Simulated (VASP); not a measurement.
A run of VASP 6.6.1:

INCAR

```
SYSTEM = Si3Br
  PREC = Accurate
  ENCUT = 600
  EDIFF = 1E-6
  ISMEAR = 0
  SIGMA = 0.1
  LREAL = .FALSE.
  LASPH = .TRUE.
  NELM = 100
  ALGO = Normal
  ISIF = 3
  LWAVE = .FALSE.
  LCHARG = .FALSE.
  GGA = PE
  IBRION = 2
  NSW = 100
  EDIFFG = -0.01
```

KPOINTS

```
regular mesh
0
G
  12 12 12
  0 0 0
```

Contents of POSCAR:

```
Si3Br
1.0
    4.2358123072      0.0000000000      0.0000000000
    0.0000000000      4.2358123072      0.0000000000
    0.0000000000      0.0000000000      4.2358123072
Si Br
3 1
Direct
    0.5000000000      0.0000000000      0.0000000000
    0.0000000000      0.5000000000      0.0000000000
    0.0000000000      0.0000000000      0.5000000000
    0.5000000000      0.5000000000      0.5000000000
```

Potentials or basis: VASP PAW PBE potentials, release 64 (Si, Br).

Run with:

```sh
$ cat potpaw_PBE.64/Si/POTCAR potpaw_PBE.64/Br/POTCAR > POTCAR
$ mpirun -np 1 vasp_std > vasp.out
```

Hardware: 1 thread of Intel(R) Xeon(R) 6975P-C (Granite Rapids) (shared host).

Task: How long does it take, and how much memory?

Result: Wall time 42 s on 1 thread of Intel(R) Xeon(R) 6975P-C (Granite Rapids), with other jobs on the host, peak memory 0.27 GiB. Counts: scf iterations 20, k points 84, ion steps 2.
